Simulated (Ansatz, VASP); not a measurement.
**MnO: VASP beside Ansatz**

The input INCAR:

```
PREC = Accurate ; ENCUT = 700
EDIFF = 1E-6 ; ISMEAR = -1
SIGMA = 0.05 ; LREAL = False
LASPH = True ; NELM = 200
ALGO = Normal ; ISIF = 2
LWAVE = False ; LCHARG = False
ISPIN = 2 ; MAGMOM = 4 0
LORBIT = 11 ; LMAXMIX = 4
NBANDS = 22 ; GGA_COMPAT = False
```

KPOINTS

```
Automatic mesh
0
Gamma
  10 10 10
```

POSCAR

```
MnO
1.0
    0.0000000000      2.1938512115      2.1938512115
    2.1938512115      0.0000000000      2.1938512115
    2.1938512115      2.1938512115      0.0000000000
Mn O
1 1
Direct
    0.0000000000      0.0000000000      0.0000000000
    0.5000000000      0.5000000000      0.5000000000
```

Contents of input.yaml:

```yaml
crystal:
  lattice:
    - [0.0, 2.1938512115, 2.1938512115]
    - [2.1938512115, 0.0, 2.1938512115]
    - [2.1938512115, 2.1938512115, 0.0]
  atoms:
    - { symbol: Mn, position: [0.0, 0.0, 0.0], spin: 4.0 }
    - { symbol: O, position: [0.5, 0.5, 0.5] }
hamiltonian:
  xc: lda
  pseudopotentials: { kind: paw }
magnetization:
  spin_polarized: true
kpoints:
  mp_grid: { grid: [10, 10, 10] }
scf:
  occupations: { method: fermi_dirac, width: 0.05 }
output:
  forces: true
  stress: true
  eigenvalues: true
```

Alike in both runs: task single point; functional LDA; k mesh 10 × 10 × 10; occupations fermi-dirac, width 0.05 eV; collinear spin.

|  | VASP | Ansatz |
| --- | --- | --- |
| version | VASP 6.6.1 | Ansatz 0.2.0 |
| potentials or method | VASP PAW LDA potentials, release 64 (Mn_sv, O) | Ansatz PAW |
| plane-wave cutoff (eV) | 700 | 420 |
| valence electrons in the cell | 21 | 21 |

VASP gave:

- gap on the k mesh at the Fermi level (eV): none
- pressure (GPa): -16.2
- net moment per atom (μB): 2.18
- size of the moment on the site where the two differ most (μB): 3.82

Q: Estimate Ansatz's values.

A: gap on the k mesh at the Fermi level (eV): none; pressure (GPa): -13.8; net moment per atom (μB): 2.23; size of the moment on the site where the two differ most (μB): 3.78.

LDA's correlation is that of Perdew and Zunger in VASP and of Perdew and Wang (1992) in Ansatz. Site moments also hang on the region over which each program counts them. A gap of «none» marks a metal or a gap that the smearing closes.
